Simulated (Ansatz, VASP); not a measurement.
# One calculation of ZnS, two programs

```xyz
4
Lattice="-0.0005 -2.6956 -2.6955 0.0000 2.6952 -2.6951 5.3863 0.0005 0.0005" Properties=species:S:1:pos:R:3 pbc="T T T"
Zn    2.6928    0.0000   -2.6951
Zn   -0.0001   -0.0001   -0.0001
S     1.3466    1.3478   -1.3473
S     4.0396   -1.3473   -1.3473
```

Change from the starting cell: atom 4 moved 0.30 Å; relaxed back.

Alike in both runs: functional r2SCAN; k mesh 6 × 6 × 4; occupations gaussian, width 0.05 eV; no spin polarisation.

Ansatz relaxed the structure, and its values are those at the end. VASP's run is a single point on that final structure, the one shown.

|  | VASP | Ansatz |
| --- | --- | --- |
| version | VASP 6.6.1 | Ansatz 0.2.0 |
| potentials or method | VASP PAW PBE potentials, release 64 (Zn, S), cutoff 520 eV | scalar-relativistic, plane waves, PAW |
| valence electrons in the cell | 36 | 36 |

```tsv
	VASP	Ansatz	Ansatz less VASP
gap on the k mesh at the Fermi level (eV)	2.71	2.70	-0.011
least direct gap on the mesh (eV)	2.71	2.70	-0.011
pressure (GPa)	0.1	0.0	-0.07
```

VASP's potentials were made for PBE, not for r2SCAN. With one functional, cell and mesh, what is left measures potentials, basis and numerics.
